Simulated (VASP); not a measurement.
BN, 4 atoms in the cell. Symmetry: P6_3/mmc, No. 194, hexagonal system. The conventional cell has a = 2.501 Å, b = 2.501 Å, c = 6.893 Å, α = 90.00°, β = 90.00°, γ = 120.00°. B (site symmetry -6m2) has 3 N at 1.44 Å within 1.9 Å. Within 1.9 Å of N (site symmetry -6m2) lie 3 B at 1.44 Å. 

```yaml
Program: VASP 6.6.1
Task: single point
Functional: r2SCAN
Potentials_or_basis: VASP PAW PBE potentials, release 64 (B, N)
Cutoff: 520 eV
k_mesh: 9 × 9 × 4
Occupations: gaussian, width 0.01 eV
Spin: no spin polarisation
Dipole_correction: no
Further_INCAR_settings: ALGO = Normal; EDIFF = 1e-07; NBANDS = 16
```

Potentials or basis: VASP PAW PBE potentials, release 64 (B, N).

Run with:

```bash
$ cat potpaw_PBE.64/B/POTCAR potpaw_PBE.64/N/POTCAR > POTCAR
$ cp INCAR.step1 INCAR
$ mpirun -np 1 vasp_std > vasp.out
$ cp INCAR.step2 INCAR
$ mpirun -np 1 vasp_std > vasp.out
```

Hardware: 1 thread of Intel(R) Xeon(R) Platinum 8488C (Sapphire Rapids), with other jobs on the host.

**Question.** Estimate the wall time of this run.

**Answer.** Wall time 75 s on 1 thread of Intel(R) Xeon(R) Platinum 8488C (Sapphire Rapids), with other jobs on the host, peak memory 0.16 GiB. Counts: k points 36.
